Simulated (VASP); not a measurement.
Wanted: the native input for a VASP 6.6.1 run.

| Quantity | Value |
| --- | --- |
| Task | single point |
| Functional | PBE |
| Potentials or basis | VASP PAW PBE potentials, release 64 (V_sv, N) |
| Cutoff | 520 eV |
| k mesh | 18 × 18 × 18 |
| Occupations | gaussian, width 0.1 eV |
| Spin | no spin polarisation |
| Dipole correction | no |
| Further INCAR settings | ALGO = Normal; EDIFF = 1e-06; NBANDS = 32 |

The structure of VN2 lies in POSCAR:

```
VN2
1.0
   -2.1507500000      2.1507500000      2.4913500000
    2.1507500000     -2.1507500000      2.4913500000
    2.1507500000      2.1507500000     -2.4913500000
V N
2 4
Direct
    0.2500000000      0.2500000000      0.0000000000
    0.7500000000      0.7500000000      0.0000000000
    0.1151000000      0.6151000000      0.7302000000
    0.6151000000      0.8849000000      0.5000000000
    0.8849000000      0.3849000000      0.2698000000
    0.3849000000      0.1151000000      0.5000000000
```

These files were run (other wordings do the same):

INCAR

```
SYSTEM = VN2
  ALGO = Normal
  EDIFF = 1E-6
  ENCUT = 520
  GGA = PE
  ISIF = 2
  ISMEAR = 0
  LASPH = .True.
  LCHARG = .True.
  LELF = .True.
  LREAL = .False.
  LVHAR = .True.
  LWAVE = .False.
  NBANDS = 32
  NELM = 80
  PREC = Accurate
  SIGMA = 0.1
```

KPOINTS

```
k-points
0
Gamma
  18 18 18
  0 0 0
```

Potentials or basis: VASP PAW PBE potentials, release 64 (V_sv, N).

Command:

```console
$ cat potpaw_PBE.64/V_sv/POTCAR potpaw_PBE.64/N/POTCAR > POTCAR
$ mpirun -np 1 vasp_std > vasp.out
```

Results of the run:

| Item | Value |
| --- | --- |
| Pressure | -0.3 GPa |
| Largest force | 0.370 eV/Å |
| Band gap on the k mesh | zero (bands 23 and 24 overlap by 0.36 eV) |

Caveat: the run has no spin polarisation, though such a crystal can be magnetic.

Wall time 7.6 min on 1 thread of Intel(R) Xeon(R) Platinum 8488C (Sapphire Rapids), on a shared host, peak memory 0.6 GiB.
